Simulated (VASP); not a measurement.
Here is a VASP 6.6.1 calculation.

Contents of POSCAR:

```
BN
1.0
    0.0000000000      1.8048245478      1.8048245478
    1.8048245478      0.0000000000      1.8048245478
    1.8048245478      1.8048245478      0.0000000000
B N
1 1
Direct
    0.0000000000      0.0000000000      0.0000000000
    0.2500000000      0.2500000000      0.2500000000
```

Contents of INCAR.step1:

```
SYSTEM = BN
ALGO = Normal
EDIFF = 1E-5
ENCUT = 520
GGA = PE
ISIF = 2
ISMEAR = 0
LASPH = .TRUE.
LCHARG = .FALSE.
LREAL = .FALSE.
LWAVE = .TRUE.
NBANDS = 11
NELM = 60
PREC = Accurate
SIGMA = 0.01
```

INCAR.step2

```
SYSTEM = BN
AEXX = 0.25
ALGO = Normal
EDIFF = 1E-7
ENCUT = 520
GGA = PE
ISIF = 2
ISMEAR = 0
ISTART = 1
LASPH = .TRUE.
LCHARG = .FALSE.
LHFCALC = .TRUE.
LREAL = .FALSE.
LWAVE = .FALSE.
NBANDS = 11
NELM = 60
PREC = Accurate
PRECFOCK = Normal
SIGMA = 0.01
```

Contents of KPOINTS:

```
k-points
0
G
  8 8 8
  0 0 0
```

Potentials or basis: VASP PAW PBE potentials, release 64 (B, N).

Launch:

```console
$ cat potpaw_PBE.64/B/POTCAR potpaw_PBE.64/N/POTCAR > POTCAR
$ cp INCAR.step1 INCAR
$ mpirun -np 1 vasp_std > vasp.out
$ cp INCAR.step2 INCAR
$ mpirun -np 1 vasp_std > vasp.out
```

Q: Estimate the pressure.

A: -3.9 GPa.

Q: Estimate the band gap on the k mesh.

A: 6.55 eV, indirect (least direct gap 11.35 eV).

Caveat: the PAW data sets were made with another functional, which shifts forces and pressure a little. A k mesh can miss the band edges.
